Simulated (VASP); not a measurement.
# Ti (P6_3/mmc) in VASP: a series of runs

The runs below take Ti through density of states, vibrations by perturbation theory, with PBE, PBEsol.

Everything below comes from runs of VASP 6.6.1. Logs are shortened: lines on timing, memory, paths and dates and some standing lists are left out, and cuts for length are marked.

### Step 1. The cell of the first run

Symmetry: P6_3/mmc, No. 194, hexagonal system. Conventional cell: a = 2.950 Å, b = 2.950 Å, c = 4.680 Å, α = 90.00°, β = 90.00°, γ = 120.00°. Within 3.8 Å of Ti (site symmetry -6m2) lie 12 Ti at 2.89 to 2.95 Å.

### Step 2. Density of states, PBE

File POSCAR:

```
Ti
1.0
    2.9500000000      0.0000000000      0.0000000000
   -1.4750000000      2.5547749412      0.0000000000
    0.0000000000      0.0000000000      4.6800000000
Ti
2
Direct
    0.6666666667      0.3333333333      0.7500000000
    0.3333333333      0.6666666667      0.2500000000
```

File INCAR.step1:

```
SYSTEM = Ti
PREC     = Accurate       ! precision mode
ENCUT    = 520            ! plane-wave cutoff, eV
EDIFF    = 1E-7           ! SCF threshold, eV
ISMEAR   = -1             ! smearing method
SIGMA    = 0.025          ! smearing width, eV
LREAL    = .False.        ! projectors in reciprocal space
LASPH    = .True.         ! aspherical terms in the spheres
NELM     = 80             ! most SCF steps
ALGO     = Fast           ! electronic algorithm
ISIF     = 2              ! what is computed and relaxed
LWAVE    = .False.        ! write WAVECAR
LCHARG   = .True.         ! write CHGCAR
LMAXMIX  = 4              ! l up to which the mixer works
GGA      = PE             ! functional
NBANDS   = 19             ! bands
```

File KPOINTS.step1:

```
Automatic mesh
0
Gamma
  10 10 6
  0 0 0
```

File INCAR.step2:

```
SYSTEM = Ti
PREC     = Accurate       ! precision mode
ENCUT    = 520            ! plane-wave cutoff, eV
EDIFF    = 1E-7           ! SCF threshold, eV
ISMEAR   = -5             ! smearing method
SIGMA    = 0.025          ! smearing width, eV
LREAL    = .False.        ! projectors in reciprocal space
LASPH    = .True.         ! aspherical terms in the spheres
NELM     = 80             ! most SCF steps
ALGO     = Fast           ! electronic algorithm
ISIF     = 2              ! what is computed and relaxed
LWAVE    = .False.        ! write WAVECAR
LCHARG   = .False.        ! write CHGCAR
LMAXMIX  = 4              ! l up to which the mixer works
GGA      = PE             ! functional
LORBIT   = 11             ! projections on sites
NBANDS   = 19             ! bands
NEDOS    = 1001           ! points of the DOS
ICHARG   = 11             ! starting density
```

File KPOINTS.step2:

```
Automatic mesh
0
Gamma
  15 15 9
  0 0 0
```

Potentials or basis: VASP PAW PBE potentials, release 64 (Ti_sv).

Run with:

```console
> cat potpaw_PBE.64/Ti_sv/POTCAR > POTCAR
> cp INCAR.step1 INCAR
> cp KPOINTS.step1 KPOINTS
> mpirun -np 1 vasp_std > vasp.out
> cp INCAR.step2 INCAR
> cp KPOINTS.step2 KPOINTS
> mpirun -np 1 vasp_std > vasp.out
```

OUTCAR:

```text
SYSTEM = Ti
   PREC = Accurate
   ENCUT = 520
   EDIFF = 1E-7
   ISMEAR = -5
   LREAL = .False.
   LASPH = .True.
   NELM = 80
   ISIF = 2
   GGA = PE
   LORBIT = 11
   ICHARG = 11

 ion  position               nearest neighbor table
   1  0.667  0.333  0.750-   2 2.89   2 2.89   2 2.89   2 2.89   2 2.89   2 2.89
   2  0.333  0.667  0.250-   1 2.89   1 2.89   1 2.89   1 2.89   1 2.89   1 2.89

  LATTYP: Found a hexagonal cell.
 ALAT       =     2.9500000000
 C/A-ratio  =     1.5864406780

  Lattice vectors:

 A1 = (   2.9500000000,   0.0000000000,   0.0000000000)
 A2 = (  -1.4750000000,   2.5547749412,   0.0000000000)
 A3 = (   0.0000000000,   0.0000000000,   4.6800000000)

Analysis of symmetry for initial positions (statically):
=====================================================================
 Subroutine PRICEL returns:
 Original cell was already a primitive cell.

 Routine SETGRP: Setting up the symmetry group for a
 hexagonal supercell.

 Subroutine GETGRP returns: Found 24 space group operations
 (whereof 12 operations were pure point group operations)
 out of a pool of 24 trial point group operations.

The static configuration has the point symmetry D_3d.
 The point group associated with its full space group is D_6h.

Analysis of symmetry for dynamics (positions and initial velocities):
=====================================================================
 Subroutine PRICEL returns:
 Original cell was already a primitive cell.

 Routine SETGRP: Setting up the symmetry group for a
 hexagonal supercell.

 Subroutine GETGRP returns: Found 24 space group operations
 (whereof 12 operations were pure point group operations)
 out of a pool of 24 trial point group operations.

The dynamic configuration has the point symmetry D_3d.
 The point group associated with its full space group is D_6h.

 Subroutine INISYM returns: Found 24 space group operations
 (whereof 12 operations are pure point group operations),
 and found     1 'primitive' translations

----------------------------------------------------------------------------------------

                                     Primitive cell

  volume of cell :      35.2712

  direct lattice vectors                    reciprocal lattice vectors
     2.950000000  0.000000000  0.000000000     0.338983051  0.195711956  0.000000000
    -1.475000000  2.554774941  0.000000000     0.000000000  0.391423911  0.000000000
     0.000000000  0.000000000  4.680000000     0.000000000  0.000000000  0.213675214

[... 85 lines left out ...]
   EDIFF  = 0.1E-06   stopping-criterion for ELM
   LREAL  =      F    real-space projection
   EDIFFG = 0.1E-05   stopping-criterion for IOM
   NSW    =      0    number of steps for IOM
   IBRION =     -1    ionic relax: 0-MD 1-quasi-New 2-CG
   NFREE  =      0    steps in history (QN), initial steepest desc. (CG)
   ISIF   =      2    stress and relaxation
   ISYM   =      2    0-nonsym 1-usesym 2-fastsym
   POTIM  = 0.5000    time-step for ionic-motion
   TEBEG  =    0.0;   TEEND  =   0.0 temperature during run
   PSTRESS=    0.0 pullay stress
   NELECT =      24.0000    total number of electrons
   NUPDOWN=      -1.0000    fix difference up-down
   EMIN   =  10.00;   EMAX   =-10.00  energy-range for DOS
   EFERMI =   0.00;   METHOD = LEGACY
   ISMEAR =    -5;   SIGMA  =   0.03  broadening in eV -4-tet -1-fermi 0-gaus
   EFERMI_NEDOS =   21; number of points for ismear=-14 and -15
   IALGO  =     68    algorithm
   IMIX   =      4    mixing-type and parameters
     AMIX     =   0.40;   BMIX     =  1.00
     AMIX_MAG =   1.60;   BMIX_MAG =  1.00
  volume/ion in A,a.u.               =      17.64       119.01
  Fermi-wavevector in a.u.,A,eV,Ry     =   1.439920  2.721055 28.209912  2.073370
  Thomas-Fermi vector in A             =   2.558722
   LORBIT       =     11    0 simple, 1 ext, 2 COOP (PROOUT), +10 PAW based schemes
   GGA     = PE    functional components
   LHFCALC =     F    Hartree Fock is set to
   AEXX    =    0.0000 exact exchange contribution
   IVDW    =     0    specifies the selected vdW correction
   LEPSILON=     F    determine dielectric tensor
   LRPA    =     F    only Hartree local field effects (RPA)
 non-spin polarized calculation
 RMM-DIIS sequential band-by-band and
 Fermi weights with tetrahedron method with Bloechl corrections
  energy-cutoff  :      520.00
  volume of cell :       35.27
 maximum number of plane-waves:       975
 NGX is ok and might be reduce to    24

 number of electron      24.0000002 magnetization

 Free energy of the ion-electron system (eV)
  ---------------------------------------------------
  ext. energy  EPLUGINS =         0.00000000
  ---------------------------------------------------
  free energy    TOTEN  =       -15.66937059 eV

  energy without entropy =      -15.66937059  energy(sigma->0) =      -15.66937059

 E-fermi :   8.1949     XC(G=0): -11.4265

 val. band max:        8.2412213773   @ k =   0.1333   0.0667   0.3333
 cond. band min:       8.1891422034   @ k =   0.3333   0.2667   0.3333
 fundamental gap:     -0.0520791739
 Fermi energy:         8.1948876114

 k-point     1 :       0.0000    0.0000    0.0000
  band No.  band energies     occupation
      1     -48.7172      2.00000
      2     -48.5896      2.00000
      3     -25.2873      2.00000
      4     -24.6725      2.00000
      5     -24.6725      2.00000
      6     -24.6162      2.00000
[... 505 lines left out ...]
      6     -24.8878      2.00000
[... 11 lines left out ...]
     18      11.4681      0.00000
     19      13.0794      0.00000

 [... further k-points ...]
[... 5 lines left out ...]
  --------------------------------------------------------------------------------------
  -------------------------------------------------------------------------------------
  Total       -0.3368486     -0.3368486     -0.3015002      0.0000000     -0.0000000      0.0000000
  in kB      -15.3011745    -15.3011745    -13.6954930      0.0000000     -0.0000000      0.0000000
  external PRESSURE =     -14.7659473 kB  Pullay stress =       0.0000000 kB

 VOLUME and BASIS-vectors are now :
 -----------------------------------------------------------------------------
  energy-cutoff  :      520.00
  volume of cell :       35.27
      direct lattice vectors                 reciprocal lattice vectors
     2.950000000  0.000000000  0.000000000     0.338983051  0.195711956  0.000000000
    -1.475000000  2.554774941  0.000000000     0.000000000  0.391423911  0.000000000
     0.000000000  0.000000000  4.680000000     0.000000000  0.000000000  0.213675214

 POSITION                                       TOTAL-FORCE (eV/Angst)
 -----------------------------------------------------------------------------------
      1.47500      0.85159      3.51000        -0.000000     -0.000000      0.000000
     -0.00000      1.70318      1.17000         0.000000      0.000000      0.000000
 -----------------------------------------------------------------------------------
    total drift:                               -0.000000      0.000000     -0.000000

  FREE ENERGIE OF THE ION-ELECTRON SYSTEM (eV)
  ---------------------------------------------------
  free  energy   TOTEN  =       -15.6693705938 eV

  energy  without entropy=      -15.6693705938  energy(sigma->0) =      -15.66937059

 total charge

# of ion       s       p       d       tot
------------------------------------------
    1        2.246   6.118   1.868  10.233
    2        2.246   6.118   1.868  10.233
--------------------------------------------------
tot          4.492  12.236   3.737  20.465
```

It took 1.8 min on 1 thread of Intel Xeon 6975P-C (Granite Rapids), shared host; peak memory 0.19 GiB.

Results:

| Property | Result |
| --- | --- |
| Valence electrons inside the program's atomic spheres | Ti 10.23 |

Levels at points of the mesh, in eV from the Fermi level:
| k point | band 8 | band 9 | band 10 | band 11 | band 12 | band 13 | band 14 | band 15 | band 16 | band 17 |
| --- | --- | --- | --- | --- | --- | --- | --- | --- | --- | --- |
| (0.00, 0.00, 0.00) | -32.77 | -6.19 | -2.68 | 0.69 | 0.74 | 0.74 | 0.84 | 1.23 | 1.23 | 1.58 |

Caveat: tetrahedron occupations give inexact forces and stress in metals.

### Step 3. Vibrations by perturbation theory, PBEsol

File INCAR:

```
PREC = Accurate
ENCUT = 520
EDIFF = 1E-8
ISMEAR = -1
SIGMA = 0.05
LREAL = F
LASPH = T
NELM = 100
ALGO = Normal
ISIF = 2
LWAVE = F
LCHARG = F
GGA = PS
IBRION = 8
NSW = 1
```

File KPOINTS:

```
Automatic mesh
0
Gamma
  10 10 6
```

POSCAR is that of step 2.

Potentials or basis: VASP PAW PBE potentials, release 64 (Ti_sv).

Run with:

```console
> cat potpaw_PBE.64/Ti_sv/POTCAR > POTCAR
> mpirun -np 1 vasp_std > vasp.out
```

OUTCAR:

```text
PREC = Accurate
   ENCUT = 520
   EDIFF = 1E-8
   ISMEAR = -1
   LREAL = F
   LASPH = T
   NELM = 100
   ISIF = 2
   GGA = PS
   IBRION = 8
   NSW = 1

 ion  position               nearest neighbor table
   1  0.667  0.333  0.750-   2 2.89   2 2.89   2 2.89   2 2.89   2 2.89   2 2.89
   2  0.333  0.667  0.250-   1 2.89   1 2.89   1 2.89   1 2.89   1 2.89   1 2.89

  LATTYP: Found a hexagonal cell.
 ALAT       =     2.9500000000
 C/A-ratio  =     1.5864406780

[... 718 lines left out ...]
  1Z     0.000000    0.000000   -2.320956   -0.000000    0.000000    2.320956
  2X     1.529650    0.000000    0.000000   -1.529650    0.000000    0.000000
  2Y     0.000000    1.529650    0.000000    0.000000   -1.529650    0.000000
  2Z    -0.000000    0.000000    2.320956    0.000000    0.000000   -2.320956

 Eigenvectors and eigenvalues of the dynamical matrix
 ----------------------------------------------------

   1 f  =    4.867681 THz    30.584544 2PiTHz  162.368373 cm-1    20.131104 meV
             X         Y         Z           dx          dy          dz
      1.475000  0.851592  3.510000    -0.000000    0.000000    0.707107
     -0.000000  1.703183  1.170000     0.000000   -0.000000   -0.707107
[... 16 lines left out ...]
   5 f  =    0.000000 THz     0.000000 2PiTHz    0.000000 cm-1     0.000000 meV
             X         Y         Z           dx          dy          dz
      1.475000  0.851592  3.510000     0.352721    0.595360   -0.145376
     -0.000000  1.703183  1.170000     0.352721    0.595360   -0.145376

   6 f/i=    0.000000 THz     0.000000 2PiTHz    0.000002 cm-1     0.000000 meV
             X         Y         Z           dx          dy          dz
      1.475000  0.851592  3.510000    -0.035849   -0.147403   -0.690643
     -0.000000  1.703183  1.170000    -0.035849   -0.147403   -0.690643

--------------------------------------------------------------------------------------------------------

 ELASTIC MODULI CONTR FROM IONIC RELAXATION (kBar)
 Direction    XX          YY          ZZ          XY          YZ          ZX
 --------------------------------------------------------------------------------
 XX        -114.7509    114.7509      0.0000     -0.0000      0.0000      0.0000
 YY         114.7509   -114.7509     -0.0000      0.0000      0.0000      0.0000
 ZZ           0.0000     -0.0000     -0.0000      0.0000      0.0000      0.0000
 XY          -0.0000      0.0000      0.0000   -114.7509      0.0000     -0.0000
 YZ           0.0000      0.0000      0.0000      0.0000      0.0000      0.0000
 ZX           0.0000      0.0000      0.0000     -0.0000      0.0000     -0.0000
 --------------------------------------------------------------------------------
```

stdout:

```text
POSCAR found type information on POSCAR Ti
 POSCAR found :  1 types and       2 ions
 scaLAPACK will be used
 -----------------------------------------------------------------------------
|                                                                             |
|                                                                             |
|     You enforced a specific xc type in the INCAR file but a different       |
|     I HOPE YOU KNOW WHAT YOU ARE DOING!                                     |
|                                                                             |
 -----------------------------------------------------------------------------

 LDA part: xc-table for (Slater+PW92), standard interpolation
 POSCAR, INCAR and KPOINTS ok, starting setup
 FFT: planning ... GRIDC
 FFT: planning ... GRID_SOFT
 FFT: planning ... GRID
 WAVECAR not read
 entering main loop
 Linear response reoptimize wavefunctions to high precision
 Linear response DOF=           2
 Linear response progress:
 first order change of Fermi-energy   0.90800E-04
 force on displaced ion       1 direction 1 :  -1.530   0.002   0.000
 Linear response progress:
 first order change of Fermi-energy  -0.12446E-03
 force on displaced ion       1 direction 3 :   0.000  -0.000  -2.321
 Linear response finished
```

Wall time 4.7 min (1 thread of Intel Xeon Platinum 8488C (Sapphire Rapids), shared host); peak memory 0.34 GiB.

Results:

* Highest phonon frequency at Γ: 162 cm⁻¹

Phonon frequencies in cm⁻¹ (negative: imaginary):
```tsv
q point	frequencies
(0.000, 0.000, 0.000)	0 0 0 132 132 162
```

Caveat: the cell wasn't relaxed at this level first, which shifts response properties; the PAW data sets were made with another functional, which shifts forces and pressure a little.
